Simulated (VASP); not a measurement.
Set up this calculation in VASP 6.6.1, as the native input.

| Property | Result |
| --- | --- |
| Task | single point |
| Functional | PBEsol |
| Potentials or basis | VASP PAW PBE potentials, release 64 (Rb_sv, Br) |
| Cutoff | 520 eV |
| k mesh | 6 × 6 × 6 |
| Occupations | methfessel-paxton, width 0.05 eV |
| Spin | no spin polarisation |
| Dipole correction | no |
| Further INCAR settings | ALGO = Normal; EDIFF = 1e-07; NBANDS = 15 |

The structure of RbBr lies in POSCAR:

```
RbBr
1.0
    0.0000000000      3.4249266889      3.4249266889
    3.4249266889      0.0000000000      3.4249266889
    3.4249266889      3.4249266889      0.0000000000
Rb Br
1 1
Direct
    0.0000000000      0.0000000000      0.0000000000
    0.5000000000      0.5000000000      0.5000000000
```

One way to write it, as run:

INCAR

```
SYSTEM = RbBr
  PREC = Accurate
  ENCUT = 520
  EDIFF = 1E-7
  ISMEAR = 1
  SIGMA = 0.05
  LREAL = .False.
  LASPH = .True.
  NELM = 60
  ALGO = Normal
  ISIF = 2
  LWAVE = .False.
  LCHARG = .False.
  GGA = PS
  NBANDS = 15
```

KPOINTS

```
regular mesh
0
Gamma
  6 6 6
  0 0 0
```

Potentials or basis: VASP PAW PBE potentials, release 64 (Rb_sv, Br).

The run is started by

```console
$ cat potpaw_PBE.64/Rb_sv/POTCAR potpaw_PBE.64/Br/POTCAR > POTCAR
$ mpirun -np 1 vasp_std > vasp.out
```

It gave:

```yaml
Pressure: 0.0 GPa
Band_gap_on_the_k_mesh: 4.22 eV
```

Caveat: the PAW data sets were made with another functional, which shifts forces and pressure a little.

Wall time 10 s on 1 thread of Intel(R) Xeon(R) 6975P-C (Granite Rapids), with other jobs on the host, peak memory 0.2 GiB.
